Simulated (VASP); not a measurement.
Wanted: the native input for a VASP 6.6.1 run.

```
Task                   : relaxation of shape and atoms at fixed volume
Functional             : PBEsol
Potentials or basis    : VASP PAW PBE potentials, release 64 (Co)
Cutoff                 : 600 eV
k mesh                 : 18 × 18 × 10
Occupations            : gaussian, width 0.1 eV
Spin                   : collinear spin, ferromagnetic start
Starting moments       : [1.8, 1.8] μB
Dipole correction      : no
Further INCAR settings : ALGO = Fast; EDIFF = 1e-06; IBRION = 2; EDIFFG = -0.01; NSW = 50; ISIF = 4
```

The structure of Co lies in POSCAR:

```
Co
1.0
    2.5043447149      0.0000000000      0.0000000000
   -1.2521723575      2.1688261429      0.0000000000
    0.0000000000      0.0000000000      4.0480597997
Co
2
Direct
    0.3333333333      0.6666666667      0.2500000000
    0.6666666667      0.3333333333      0.7500000000
```

One way to write it, as run:

INCAR

```
SYSTEM = Co
PREC = Accurate ; ENCUT = 600
EDIFF = 1E-6 ; ISMEAR = 0
SIGMA = 0.1 ; LREAL = .False.
LASPH = .True. ; NELM = 150
ALGO = Fast ; ISIF = 4
LWAVE = .False. ; LCHARG = .False.
ISPIN = 2 ; MAGMOM = 1.8 1.8
LORBIT = 11 ; LMAXMIX = 4
GGA = PS ; IBRION = 2
NSW = 50 ; EDIFFG = -0.01
```

KPOINTS

```
regular mesh
0
Gamma
  18 18 10
  0 0 0
```

Potentials or basis: VASP PAW PBE potentials, release 64 (Co).

Run with:

```bash
$ cat potpaw_PBE.64/Co/POTCAR > POTCAR
$ mpirun -np 1 vasp_std > vasp.out
```

Results of the run:

The pressure after relaxing is -13.3 GPa. The net moment is 3.20 μB per cell and the site moments are Co +1.62 μB. The valence electrons inside the program's atomic spheres are Co 8.25.

Caveat: the PAW data sets were made with another functional, which shifts forces and pressure a little.

It took 3 min on 1 thread of AMD EPYC 7R43 64-Core Processor (Zen 3), with other jobs on the host, peak memory 0.21 GiB.
